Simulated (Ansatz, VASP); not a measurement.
## Two plane-wave programs on CsGeBr3

```
Cs Ge Br
1.0
     5.09066    0.00000    0.00000
     0.00000    5.09066    0.00000
     0.00000    0.00000    5.97599
Cs Ge Br
1 1 3
Direct
  0.00000 0.00000 0.00000
  0.50000 0.50000 0.50000
  0.50000 0.50000 0.00000
  0.50000 0.00000 0.50000
  0.00000 0.50000 0.50000
```

Change from the starting cell: strain -0.080 along x and y, +0.080 along z, atoms carried along.

Alike in both runs: task single point; functional LDA; k mesh 6 × 6 × 6; occupations gaussian, width 0.05 eV; no spin polarisation.

|  | VASP | Ansatz |
| --- | --- | --- |
| version | VASP 6.6.1 | Ansatz 0.2.0 |
| potentials or method | VASP PAW LDA potentials, release 64 (Cs_sv, Ge_d, Br), cutoff 520 eV | scalar-relativistic, plane waves, PAW |
| valence electrons in the cell | 44 | 44 |

Ansatz gave:

* gap on the k mesh at the Fermi level (eV): none
* pressure (GPa): 1.6
* traceless stress, the component that is largest in VASP (GPa): -5.13

Task: What did VASP give for the same quantities?

Result: gap on the k mesh at the Fermi level (eV): none; pressure (GPa): 1.7; traceless stress, the component that is largest in VASP (GPa): -5.19.

LDA's correlation is that of Perdew and Zunger in VASP and of Perdew and Wang (1992) in Ansatz. A gap of «none» marks a metal or a gap that the smearing closes.

Neither program's run includes spin-orbit coupling.
